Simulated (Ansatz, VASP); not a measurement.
# KAl2 in VASP and in Ansatz

```
CELL_PARAMETERS angstrom
6.39713 0.00000 0.00000
0.00000 6.39713 0.00000
0.00000 0.00000 6.55756
ATOMIC_POSITIONS crystal
K 0.00000 0.00000 0.00000
K 0.50000 0.50000 0.50000
Al 0.35737 0.35737 0.00000
Al 0.14263 0.85737 0.50000
Al 0.64263 0.64263 0.00000
Al 0.85737 0.14263 0.50000
```

Alike in both runs: task relaxation of cell and atoms; functional PBE; k mesh 6 × 6 × 6; occupations gaussian, width 0.1 eV; no spin polarisation.

```csv
,VASP,Ansatz
version,VASP 6.6.1,Ansatz 0.2.0
potentials or method,"VASP PAW PBE potentials, release 64 (K_sv, Al), cutoff 600 eV","scalar-relativistic, plane waves, PAW"
valence electrons in the cell,30,30
```

Ansatz gave:

| Property | Result |
| --- | --- |
| gap on the k mesh at the Fermi level, each at its own relaxed structure (eV) | none |
| relaxed volume (Å³/atom) | 44.38 |
| relaxed cell length with the largest relative difference (Å) | 6.376 |

Task: Estimate VASP's values.

Result: gap on the k mesh at the Fermi level, each at its own relaxed structure (eV): none; relaxed volume (Å³/atom): 44.52; relaxed cell length with the largest relative difference (Å): 6.384.

A gap of «none» marks a metal or a gap that the smearing closes.
